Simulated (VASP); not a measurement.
# TlAuS in VASP: single point with PBE

Aim: the single point of TlAuS with PBE.

Program: VASP 6.6.1. These are calculated values, not measurements. Logs are shortened: lines on timing, memory, paths and dates and some standing lists are left out, and cuts for length are marked.

## 1. The cell of the first run

The cell holds a sheet with vacuum, 3 atoms: a = 3.422 Å, b = 3.422 Å, c = 17.000 Å, α = 90.00°, β = 90.00°, γ = 120.00°.

## 2. Single point, PBE

The input, INCAR:

```
SYSTEM = TlAuS
ALGO = Normal
DIPOL = 0.5 0.5 0.496
EDIFF = 1E-6
ENCUT = 520
GGA = PE
IDIPOL = 3
ISIF = 2
ISMEAR = 0
LASPH = .TRUE.
LCHARG = .TRUE.
LDIPOL = .TRUE.
LELF = .TRUE.
LREAL = .FALSE.
LVACPOTAV = .TRUE.
LVHAR = .TRUE.
LWAVE = .FALSE.
NBANDS = 22
NELM = 80
PREC = Accurate
SIGMA = 0.1
```

The input, KPOINTS:

```
k-points
0
G
  6 6 1
  0 0 0
```

The input, POSCAR:

```
TlAuS
1.0
    3.4222707700      0.0000000000      0.0000000000
   -1.7111353800      2.9637736500      0.0000000000
    0.0000000000      0.0000000000     17.0000000000
Tl S Au
1 1 1
Direct
    0.0000000000      0.0000000000      0.4890588200
    0.3333333300      0.6666666700      0.4118903300
    0.6666666700      0.3333333300      0.5881096700
```

Potentials or basis: VASP PAW PBE potentials, release 64 (Tl_d, S, Au).

Run with:

```console
> cat potpaw_PBE.64/Tl_d/POTCAR potpaw_PBE.64/S/POTCAR potpaw_PBE.64/Au/POTCAR > POTCAR
> mpirun -np 1 vasp_std > vasp.out
```

OUTCAR:

```text
SYSTEM = TlAuS
   EDIFF = 1E-6
   ENCUT = 520
   GGA = PE
   ISIF = 2
   ISMEAR = 0
   LASPH = .TRUE.
   LREAL = .FALSE.
   NELM = 80
   PREC = Accurate

 ion  position               nearest neighbor table
   1  0.000  0.000  0.489-   2 2.37   2 2.37   2 2.37   3 2.60   3 2.60   3 2.60
   2  0.333  0.667  0.412-   1 2.37   1 2.37   1 2.37
   3  0.667  0.333  0.588-   1 2.60   1 2.60   1 2.60

  LATTYP: Found a hexagonal cell.
 ALAT       =     3.4222707700
 C/A-ratio  =     4.9674619989

  Lattice vectors:

 A1 = (   3.4222707700,   0.0000000000,   0.0000000000)
 A2 = (  -1.7111353800,   2.9637736500,   0.0000000000)
 A3 = (   0.0000000000,   0.0000000000,  17.0000000000)

Analysis of symmetry for initial positions (statically):
=====================================================================
 Subroutine PRICEL returns:
 Original cell was already a primitive cell.

 Routine SETGRP: Setting up the symmetry group for a
 hexagonal supercell.

 Subroutine GETGRP returns: Found  6 space group operations
 (whereof  6 operations were pure point group operations)
 out of a pool of 24 trial point group operations.

The static configuration has the point symmetry C_3v.

Analysis of symmetry for dynamics (positions and initial velocities):
=====================================================================
 Subroutine PRICEL returns:
 Original cell was already a primitive cell.

 Routine SETGRP: Setting up the symmetry group for a
 hexagonal supercell.

 Subroutine GETGRP returns: Found  6 space group operations
 (whereof  6 operations were pure point group operations)
 out of a pool of 24 trial point group operations.

The dynamic configuration has the point symmetry C_3v.

 Subroutine INISYM returns: Found  6 space group operations
 (whereof  6 operations are pure point group operations),
 and found     1 'primitive' translations

----------------------------------------------------------------------------------------

                                     Primitive cell

  volume of cell :     172.4282

  direct lattice vectors                    reciprocal lattice vectors
     3.422270770  0.000000000  0.000000000     0.292203647  0.168703841  0.000000000
    -1.711135380  2.963773650  0.000000000     0.000000000  0.337407683  0.000000000
     0.000000000  0.000000000 17.000000000     0.000000000  0.000000000  0.058823529

  length of vectors
[... 68 lines left out ...]
   EDIFFG = 0.1E-04   stopping-criterion for IOM
   NSW    =      0    number of steps for IOM
   IBRION =     -1    ionic relax: 0-MD 1-quasi-New 2-CG
   NFREE  =      0    steps in history (QN), initial steepest desc. (CG)
   ISIF   =      2    stress and relaxation
   ISYM   =      2    0-nonsym 1-usesym 2-fastsym
   POTIM  = 0.5000    time-step for ionic-motion
   TEBEG  =    0.0;   TEEND  =   0.0 temperature during run
   PSTRESS=    0.0 pullay stress
   NELECT =      30.0000    total number of electrons
   NUPDOWN=      -1.0000    fix difference up-down
   EMIN   =  10.00;   EMAX   =-10.00  energy-range for DOS
   EFERMI =   0.00;   METHOD = LEGACY
   ISMEAR =     0;   SIGMA  =   0.10  broadening in eV -4-tet -1-fermi 0-gaus
   EFERMI_NEDOS =   21; number of points for ismear=-14 and -15
   IALGO  =     38    algorithm
   IMIX   =      4    mixing-type and parameters
     AMIX     =   0.40;   BMIX     =  1.00
     AMIX_MAG =   1.60;   BMIX_MAG =  1.00
  volume/ion in A,a.u.               =      57.48       387.87
  Fermi-wavevector in a.u.,A,eV,Ry     =   0.913929  1.727075 11.364488  0.835266
  Thomas-Fermi vector in A             =   2.038497
   LORBIT       =      0    0 simple, 1 ext, 2 COOP (PROOUT), +10 PAW based schemes
   GGA     = PE    functional components
   LHFCALC =     F    Hartree Fock is set to
   AEXX    =    0.0000 exact exchange contribution
   IVDW    =     0    specifies the selected vdW correction
   LEPSILON=     F    determine dielectric tensor
   LRPA    =     F    only Hartree local field effects (RPA)
 non-spin polarized calculation
 Gauss-broadening in eV      SIGMA  =   0.10
  energy-cutoff  :      520.00
  volume of cell :      172.43
 maximum number of plane-waves:      4681
 NGX is ok and might be reduce to    28
   NGX = 13   NGY = 13   NGZ = 63

 dipolmoment           0.000000      0.000000      0.000004 electrons x Angstroem

 number of electron      29.9999999 magnetization

 dipolmoment           0.000000      0.000000     -0.068388 electrons x Angstroem

 Free energy of the ion-electron system (eV)
  ---------------------------------------------------
  ext. energy  EPLUGINS =         0.00000000
  ---------------------------------------------------
  free energy    TOTEN  =        -6.81335728 eV

  energy without entropy =       -6.81177356  energy(sigma->0) =       -6.81256542

 E-fermi :  -0.3672     XC(G=0):  -4.4671

 val. band max:       -0.4825492413   @ k =   0.3333   0.3333   0.0000
 cond. band min:      -0.2747331098   @ k =   0.0000   0.0000   0.0000
 fundamental gap:      0.2078161314
 Fermi energy:        -0.3671840730

 k-point     1 :       0.0000    0.0000    0.0000
  band No.  band energies     occupation
      1     -15.6909      2.00000
      2     -13.1269      2.00000
      3     -13.1269      2.00000
      4     -12.8126      2.00000
      5     -12.5203      2.00000
      6     -12.5203      2.00000
[... 164 lines left out ...]
     21       7.9952      0.00000
     22       8.3393      0.00000

------------------------ aborting loop because EDIFF is reached ----------------------------------------

  FORCE on cell =-STRESS in cart. coord.  units (eV):
  Direction    XX          YY          ZZ          XY          YZ          ZX
  --------------------------------------------------------------------------------------
  -------------------------------------------------------------------------------------
  Total       13.1086507     13.1086527     11.1409451      0.0000000      0.0000000      0.0000000
  in kB      121.8036354    121.8036538    103.5200072      0.0000002      0.0000000      0.0000000
  external PRESSURE =     115.7090988 kB  Pullay stress =       0.0000000 kB

 VOLUME and BASIS-vectors are now :
 -----------------------------------------------------------------------------
  energy-cutoff  :      520.00
  volume of cell :      172.43
      direct lattice vectors                 reciprocal lattice vectors
     3.422270770  0.000000000  0.000000000     0.292203647  0.168703841  0.000000000
    -1.711135380  2.963773650  0.000000000     0.000000000  0.337407683  0.000000000
     0.000000000  0.000000000 17.000000000     0.000000000  0.000000000  0.058823529

 POSITION                                       TOTAL-FORCE (eV/Angst)
 -----------------------------------------------------------------------------------
      0.00000      0.00000      8.31400         0.000000      0.000000      0.075057
     -0.00000      1.97585      7.00214        -0.000000     -0.000000     -3.772772
      1.71114      0.98792      9.99786         0.000000      0.000000      3.697715
 -----------------------------------------------------------------------------------
    total drift:                                0.000002      0.000000      0.000234

  FREE ENERGIE OF THE ION-ELECTRON SYSTEM (eV)
  ---------------------------------------------------
  free  energy   TOTEN  =        -6.8133572771 eV

  energy  without entropy=       -6.8117735638  energy(sigma->0) =       -6.81256542

 vacuum level on the upper side and lower side of the slab         3.726         4.946
```

Run time: 36 s. Hardware: 1 thread of AMD EPYC 9R14 (Zen 4), shared host; peak memory 0.28 GiB.

Results:

```yaml
Free_energy: -6.8134 eV
Largest_force: 3.773 eV/Å
Band_gap_on_the_k_mesh: 0.21 eV, indirect (least direct gap 0.31 eV)
```

Forces on the atoms (eV/Å):
```
Tl   0.000  0.000  0.075
S    0.000  0.000 -3.773
Au   0.000  0.000  3.698
```

Caveat: spin-orbit coupling is left out, which moves the levels of the heavy elements.
